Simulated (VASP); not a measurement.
# Mg6F in VASP: a series of runs

Mg6F is run at these levels: PBE; tasks: single point.

All numbers are computed with VASP 6.6.1; they aren't measurements. Logs are shortened: lines on timing, memory, paths and dates and some standing lists are left out, and cuts for length are marked.

### Step 1. The cell of the first run

The cell holds a slab with vacuum, 7 atoms: a = 3.203 Å, b = 7.978 Å, c = 20.985 Å, α = 90.00°, β = 90.00°, γ = 101.58°.

### Step 2. Single point, PBE

The input, INCAR:

```
SYSTEM = Mg6F
PREC = Accurate
ENCUT = 520
EDIFF = 1E-7
ISMEAR = 0
SIGMA = 0.1
LREAL = .FALSE.
LASPH = .TRUE.
NELM = 100
ALGO = Normal
ISIF = 2
LWAVE = .FALSE.
LCHARG = .FALSE.
LDIPOL = .TRUE.
IDIPOL = 3
DIPOL = 0.5 0.5 0.311
GGA = PE
NBANDS = 18
```

The input, KPOINTS:

```
regular mesh
0
G
  9 4 1
  0 0 0
```

The input, POSCAR:

```
Mg6F
1.0
    3.2034417932      0.0000000000      0.0000000000
   -1.6017208966      7.8153198520      0.0000000000
    0.0000000000      0.0000000000     20.9851131634
Mg F
6 1
Direct
    0.8493879956      0.6987759913      0.1906113143
    0.5210014932      0.0420029864      0.2197581863
    0.1926149907      0.3852299814      0.2489050583
    0.3710660944      0.7414803149      0.3283003664
    0.0426232582      0.0834482649      0.3542380799
    0.7128162912      0.4251093731      0.3805132287
    0.7128162912      0.8001093731      0.4562812261
```

Potentials or basis: VASP PAW PBE potentials, release 64 (Mg, F).

Launch:

```console
$ cat potpaw_PBE.64/Mg/POTCAR potpaw_PBE.64/F/POTCAR > POTCAR
$ mpirun -np 1 vasp_std > vasp.out
```

OUTCAR:

```text
SYSTEM = Mg6F
   PREC = Accurate
   ENCUT = 520
   EDIFF = 1E-7
   ISMEAR = 0
   LREAL = .FALSE.
   LASPH = .TRUE.
   NELM = 100
   ISIF = 2
   GGA = PE

 ion  position               nearest neighbor table
   1  0.849  0.699  0.191-   3 3.17   3 3.17   2 3.18   2 3.18   4 3.32   4 3.32
   2  0.521  0.042  0.220-   3 3.18   3 3.18   1 3.18   1 3.18   5 3.26   5 3.26   4 3.27
   3  0.193  0.385  0.249-   1 3.17   1 3.17   2 3.18   2 3.18   6 3.21   6 3.21   5 3.23   4 3.24

   4  0.371  0.741  0.328-   6 3.14   6 3.14   5 3.16   5 3.16   3 3.24   2 3.27   1 3.32   1 3.32

   5  0.043  0.083  0.354-   6 3.16   4 3.16   6 3.16   4 3.16   3 3.23   2 3.26   2 3.26
   6  0.713  0.425  0.381-   4 3.14   4 3.14   5 3.16   5 3.16   3 3.21   3 3.21
   7  0.713  0.800  0.456-

  LATTYP: Found a base centered orthorhombic cell.
 ALAT       =     3.2034417932
 B/A-ratio  =     4.8793268968
 C/A-ratio  =     6.5508020804

  Lattice vectors:

 A1 = (   1.6017208966,  -7.8153198520,   0.0000000000)
 A2 = (   1.6017208966,   7.8153198520,   0.0000000000)
 A3 = (   0.0000000000,   0.0000000000,  20.9851131634)

Analysis of symmetry for initial positions (statically):
=====================================================================
 Subroutine PRICEL returns:
 Original cell was already a primitive cell.

 Routine SETGRP: Setting up the symmetry group for a
 base centered orthorhombic supercell.

 Subroutine GETGRP returns: Found  1 space group operations
 (whereof  1 operations were pure point group operations)
 out of a pool of  8 trial point group operations.

The static configuration has the point symmetry C_1 .

Analysis of symmetry for dynamics (positions and initial velocities):
=====================================================================
 Subroutine PRICEL returns:
 Original cell was already a primitive cell.

 Routine SETGRP: Setting up the symmetry group for a
 base centered orthorhombic supercell.

 Subroutine GETGRP returns: Found  1 space group operations
 (whereof  1 operations were pure point group operations)
 out of a pool of  8 trial point group operations.

The dynamic configuration has the point symmetry C_1 .

 Subroutine INISYM returns: Found  1 space group operations
 (whereof  1 operations are pure point group operations),
 and found     1 'primitive' translations

----------------------------------------------------------------------------------------

                                     Primitive cell

  volume of cell :     525.3817

  direct lattice vectors                    reciprocal lattice vectors
     3.203441793  0.000000000  0.000000000     0.312164249  0.063976908  0.000000000
    -1.601720897  7.815319852  0.000000000     0.000000000  0.127953816  0.000000000
     0.000000000  0.000000000 20.985113163     0.000000000  0.000000000  0.047652829

  length of vectors
     3.203441793  7.977764989 20.985113163     0.318652731  0.127953816  0.047652829

  position of ions in fractional coordinates (direct lattice)
     0.849387996  0.698775991  0.190611314
     0.521001493  0.042002986  0.219758186
     0.192614991  0.385229981  0.248905058
     0.371066094  0.741480315  0.328300366
     0.042623258  0.083448265  0.354238080
     0.712816291  0.425109373  0.380513229
     0.712816291  0.800109373  0.456281226

  ion indices of the primitive-cell ions
   primitive index   ion index
                 1           1
                 2           2
                 3           3
                 4           4
                 5           5
                 6           6
                 7           7

----------------------------------------------------------------------------------------

 KPOINTS: regular mesh

Automatic generation of k-mesh.
 Grid dimensions read from file:
 generate k-points for:    9    4    1

 Generating k-lattice:

  Cartesian coordinates                     Fractional coordinates (reciprocal lattice)
     0.034684917  0.007108545  0.000000000     0.111111111 -0.000000000  0.000000000
     0.000000000  0.031988454  0.000000000     0.000000000  0.250000000  0.000000000
     0.000000000  0.000000000  0.047652829     0.000000000  0.000000000  1.000000000

  Length of vectors
     0.035405859  0.031988454  0.047652829

  Shift w.r.t. Gamma in fractional coordinates (k-lattice)
     0.000000000  0.000000000  0.000000000

 -----------------------------------------------------------------------------
|                                                                             |
|           W    W    AA    RRRRR   N    N  II  N    N   GGGG   !!!           |
|           W    W   A  A   R    R  NN   N  II  NN   N  G    G  !!!           |
|           W    W  A    A  R    R  N N  N  II  N N  N  G       !!!           |
|           W WW W  AAAAAA  RRRRR   N  N N  II  N  N N  G  GGG   !            |
|           WW  WW  A    A  R   R   N   NN  II  N   NN  G    G                |
|           W    W  A    A  R    R  N    N  II  N    N   GGGG   !!!           |
|                                                                             |
|     Your reciprocal lattice and k-lattice belong to different lattice       |
|     classes:                                                                |
|                                                                             |
|        The reciprocal lattice is base centered orthorhombic,                |
|        whereas your k-lattice is simple monoclinic.                         |
|                                                                             |
|     Results are often still useful ...                                      |
|                                                                             |
 -----------------------------------------------------------------------------

 WARNING: IBZKPT: internal override: KBLOWUP is changed to .FALSE.
      ... skipping the blow-up phase ...

 Subroutine IBZKPT returns following result:
 ===========================================

 Found     19 irreducible k-points:

 Following reciprocal coordinates:
            Coordinates               Weight
  0.000000  0.000000  0.000000      1.000000
  0.111111 -0.000000  0.000000      2.000000
  0.222222 -0.000000  0.000000      2.000000
  0.333333 -0.000000  0.000000      2.000000
  0.444444 -0.000000  0.000000      2.000000
  0.000000  0.250000  0.000000      2.000000
[... 11 lines left out ...]
  0.333333  0.500000  0.000000      2.000000
  0.444444  0.500000  0.000000      2.000000
   k-points           NKPTS =     19   k-points in BZ     NKDIM =     19   number of bands    NBANDS=     18
   number of dos      NEDOS =    301   number of ions     NIONS =      7
   total plane-waves  NPLWV = 230400
   dimension x,y,z NGX =    24 NGY =   60 NGZ =  160
   dimension x,y,z NGXF=    48 NGYF=  120 NGZF=  320
   ions per type =               6   1
   NGX,Y,Z   is equivalent  to a cutoff of  12.46, 12.50, 12.68 a.u.
   NGXF,Y,Z  is equivalent  to a cutoff of  24.91, 25.01, 25.35 a.u.
 SYSTEM =  Mg6F
   PREC   = accura    normal or accurate (medium, high low for compatibility)
   ISTART =      0    job   : 0-new  1-cont  2-samecut
   ICHARG =      2    charge: 1-file 2-atom 10-const
   ISPIN  =      1    spin polarized calculation?
   LNONCOLLINEAR =      F non collinear calculations
   LSORBIT =      F    spin-orbit coupling
   LASPH  =      T    aspherical Exc in radial PAW
   ENCUT  =  520.0 eV  38.22 Ry    6.18 a.u.   5.96 14.83 39.02*2*pi/ulx,y,z
   NELM   =    100;   NELMIN=  2; NELMDL= -5     # of ELM steps
   EDIFF  = 0.1E-06   stopping-criterion for ELM
   LREAL  =      F    real-space projection
   EDIFFG = 0.1E-05   stopping-criterion for IOM
   NSW    =      0    number of steps for IOM
   IBRION =     -1    ionic relax: 0-MD 1-quasi-New 2-CG
   NFREE  =      0    steps in history (QN), initial steepest desc. (CG)
   ISIF   =      2    stress and relaxation
   ISYM   =      2    0-nonsym 1-usesym 2-fastsym
   POTIM  = 0.5000    time-step for ionic-motion
   TEBEG  =    0.0;   TEEND  =   0.0 temperature during run
   PSTRESS=    0.0 pullay stress
   NELECT =      19.0000    total number of electrons
   NUPDOWN=      -1.0000    fix difference up-down
   EMIN   =  10.00;   EMAX   =-10.00  energy-range for DOS
   EFERMI =   0.00;   METHOD = LEGACY
   ISMEAR =     0;   SIGMA  =   0.10  broadening in eV -4-tet -1-fermi 0-gaus
   EFERMI_NEDOS =   21; number of points for ismear=-14 and -15
   IALGO  =     38    algorithm
   IMIX   =      4    mixing-type and parameters
     AMIX     =   0.40;   BMIX     =  1.00
     AMIX_MAG =   1.60;   BMIX_MAG =  1.00
  volume/ion in A,a.u.               =      75.05       506.49
  Fermi-wavevector in a.u.,A,eV,Ry     =   0.541379  1.023057  3.987742  0.293091
  Thomas-Fermi vector in A             =   1.568933
   LORBIT       =      0    0 simple, 1 ext, 2 COOP (PROOUT), +10 PAW based schemes
   GGA     = PE    functional components
   LHFCALC =     F    Hartree Fock is set to
   AEXX    =    0.0000 exact exchange contribution
   IVDW    =     0    specifies the selected vdW correction
   LEPSILON=     F    determine dielectric tensor
   LRPA    =     F    only Hartree local field effects (RPA)
 non-spin polarized calculation
 Gauss-broadening in eV      SIGMA  =   0.10
  energy-cutoff  :      520.00
  volume of cell :      525.38
 maximum number of plane-waves:     14191
   NGX = 11   NGY = 29   NGZ = 79

 number of electron      18.9999996 magnetization

 dipolmoment           0.000000      0.000000      0.442063 electrons x Angstroem

 Free energy of the ion-electron system (eV)
  ---------------------------------------------------
  ext. energy  EPLUGINS =         0.00000000
  ---------------------------------------------------
  free energy    TOTEN  =       -10.98141511 eV

  energy without entropy =      -10.97496736  energy(sigma->0) =      -10.97819123

 E-fermi :  -2.8673     XC(G=0):  -3.2237

 val. band max:       -3.0327417815   @ k =   0.3333   0.5000   0.0000
 cond. band min:      -2.8181331036   @ k =   0.0000   0.5000   0.0000
 fundamental gap:      0.2146086779
 Fermi energy:        -2.8672842593

 k-point     1 :       0.0000    0.0000    0.0000
  band No.  band energies     occupation
      1     -22.5177      2.00000
      2      -8.9653      2.00000
      3      -7.0070      2.00000
      4      -6.5868      2.00000
      5      -6.2411      2.00000
      6      -4.7574      2.00000
[... 10 lines left out ...]
     17       0.7347      0.00000
     18       1.4574      0.00000

 k-point     2 :       0.1111   -0.0000    0.0000
  band No.  band energies     occupation
      1     -22.5094      2.00000
      2      -8.7780      2.00000
      3      -6.8772      2.00000
      4      -6.4577      2.00000
      5      -5.9618      2.00000
      6      -4.7555      2.00000
[... 10 lines left out ...]
     17       1.1504      0.00000
     18       1.5436      0.00000

 k-point     3 :       0.2222   -0.0000    0.0000
  band No.  band energies     occupation
      1     -22.4882      2.00000
      2      -8.2184      2.00000
      3      -6.4804      2.00000
      4      -5.9786      2.00000
      5      -5.2525      2.00000
      6      -4.5318      2.00000
[... 10 lines left out ...]
     17       0.8485      0.00000
     18       1.4465      0.00000

 k-point     4 :       0.3333   -0.0000    0.0000
  band No.  band energies     occupation
      1     -22.4638      2.00000
      2      -7.2944      2.00000
      3      -5.7846      2.00000
      4      -5.1635      2.00000
      5      -4.3879      2.00000
      6      -4.2228      2.00000
[... 270 lines left out ...]
      4      -5.7439      2.00000
      5      -5.2399      2.00000
      6      -4.2607      2.00000
[... 10 lines left out ...]
     17       0.9177      0.00000
     18       1.3009      0.00000

 k-point    18 :       0.3333    0.5000    0.0000
  band No.  band energies     occupation
      1     -22.4638      2.00000
      2      -7.1007      2.00000
      3      -6.3207      2.00000
      4      -5.0307      2.00000
      5      -4.4539      2.00000
      6      -4.1323      2.00000
[... 10 lines left out ...]
     17       0.6135      0.00000
     18       0.8882      0.00000

 k-point    19 :       0.4444    0.5000    0.0000
  band No.  band energies     occupation
      1     -22.4478      2.00000
      2      -5.9593      2.00000
      3      -4.9650      2.00000
      4      -4.5689      2.00000
      5      -4.3951      2.00000
      6      -4.1590      2.00000
[... 10 lines left out ...]
     17       0.4231      0.00000
     18       0.5472      0.00000

------------------------ aborting loop because EDIFF is reached ----------------------------------------

 vacuum level on the upper side and lower side of the slab       (xc-potential included)         1.522        -1.585

  FORCE on cell =-STRESS in cart. coord.  units (eV):
  Direction    XX          YY          ZZ          XY          YZ          ZX
  --------------------------------------------------------------------------------------
  -------------------------------------------------------------------------------------
  Total       -1.8814072     -2.9431102     -5.7863617     -0.5385436     -0.4888541     -0.1266184
  in kB       -5.7374441     -8.9751598    -17.6457959     -1.6423152     -1.4907847     -0.3861290
  external PRESSURE =     -10.7861333 kB  Pullay stress =       0.0000000 kB

 VOLUME and BASIS-vectors are now :
 -----------------------------------------------------------------------------
  energy-cutoff  :      520.00
  volume of cell :      525.38
      direct lattice vectors                 reciprocal lattice vectors
     3.203441793  0.000000000  0.000000000     0.312164249  0.063976908  0.000000000
    -1.601720897  7.815319852  0.000000000     0.000000000  0.127953816  0.000000000
     0.000000000  0.000000000 20.985113163     0.000000000  0.000000000  0.047652829

 POSITION                                       TOTAL-FORCE (eV/Angst)
 -----------------------------------------------------------------------------------
      1.60172      5.46116      4.00000         0.001048      0.052343      0.203898
      1.60172      0.32827      4.61165        -0.006899     -0.053576      0.130630
      0.00000      3.01070      5.22330        -0.003897      0.087273     -0.100953
      0.00104      5.79491      6.88942         0.154729      0.219191      0.946471
      0.00288      0.65217      7.43373        -0.079494     -0.425209      0.608768
      1.60256      3.32237      7.98511        -0.047180      0.255445      0.369166
      1.00191      6.25311      9.57511        -0.018306     -0.135468     -2.157980
 -----------------------------------------------------------------------------------
    total drift:                                0.000639     -0.000158      0.000172

  FREE ENERGIE OF THE ION-ELECTRON SYSTEM (eV)
  ---------------------------------------------------
  free  energy   TOTEN  =       -10.9814151058 eV

  energy  without entropy=      -10.9749673636  energy(sigma->0) =      -10.97819123

 vacuum level on the upper side and lower side of the slab         3.778         0.581
```

Wall time 7.6 min (1 thread of Oxide Virtual Turin-like, shared host); peak memory 0.53 GiB.

What came out:

| Item | Value |
| --- | --- |
| Free energy | -10.9814 eV |
| Largest force | 2.162 eV/Å |
| Band gap on the k mesh | zero (an odd number of electrons rules out a gap without spin polarisation) |

Forces in eV/Å, atoms in the order of the input:
```
Mg   0.001  0.052  0.204
Mg  -0.007 -0.054  0.131
Mg  -0.004  0.087 -0.101
Mg   0.155  0.219  0.946
Mg  -0.079 -0.425  0.609
Mg  -0.047  0.255  0.369
F   -0.018 -0.135 -2.158
```

Caveat: an odd number of electrons without spin polarisation forces a metal; a magnetic or distorted state may lie lower.

### Step 3. Single point, PBE

The input, INCAR:

```
SYSTEM = Mg6F
  PREC = Accurate
  ENCUT = 520
  EDIFF = 1E-6
  ISMEAR = 0
  SIGMA = 0.1
  LREAL = .FALSE.
  LASPH = .TRUE.
  NELM = 100
  ALGO = Normal
  ISIF = 2
  LWAVE = .FALSE.
  LCHARG = .FALSE.
  LDIPOL = .TRUE.
  IDIPOL = 3
  DIPOL = 0.5 0.5 0.318
  GGA = PE
  NBANDS = 18
```

The input, KPOINTS:

```
Automatic mesh
0
G
  9 4 1
  0 0 0
```

Edit POSCAR of step 2 so:

```diff
@@ -14,2 +14,2 @@
     0.7128162912      0.4251093731      0.3805132287
-    0.7128162912      0.8001093731      0.4562812261
+    0.7128162912      0.8001093731      0.5010748849
```

Potentials or basis: VASP PAW PBE potentials, release 64 (Mg, F).

Launch:

```console
$ cat potpaw_PBE.64/Mg/POTCAR potpaw_PBE.64/F/POTCAR > POTCAR
$ mpirun -np 1 vasp_std > vasp.out
```

Run time: 8.1 min. Hardware: 1 thread of Oxide Virtual Turin-like, shared host; peak memory 0.54 GiB.

Results (log left out):

| Item | Value |
| --- | --- |
| Free energy | -9.4162 eV |
| Largest force | 1.140 eV/Å |
| Band gap on the k mesh | zero (an odd number of electrons rules out a gap without spin polarisation) |

Forces on the atoms (eV/Å):
```
Mg   0.001  0.033  0.155
Mg  -0.003 -0.037  0.082
Mg  -0.001  0.035 -0.106
Mg   0.026  0.067  0.265
Mg  -0.020 -0.160  0.351
Mg  -0.016  0.154  0.391
F    0.013 -0.091 -1.136
```

Levels at points of the mesh, in eV from the Fermi level:
```
           k point  band 6  band 7  band 8  band 9  band 10  band 11  band 12  band 13
(0.00, 0.00, 0.00)   -1.82   -1.54   -0.78   -0.36    -0.14     0.03     0.95     1.44
(0.00, 0.50, 0.00)   -1.00   -0.74   -0.49   -0.43    -0.20    -0.09     0.03     1.24
```

Caveat: an odd number of electrons without spin polarisation forces a metal; a magnetic or distorted state may lie lower.

(Continued in part 2 of 2.)
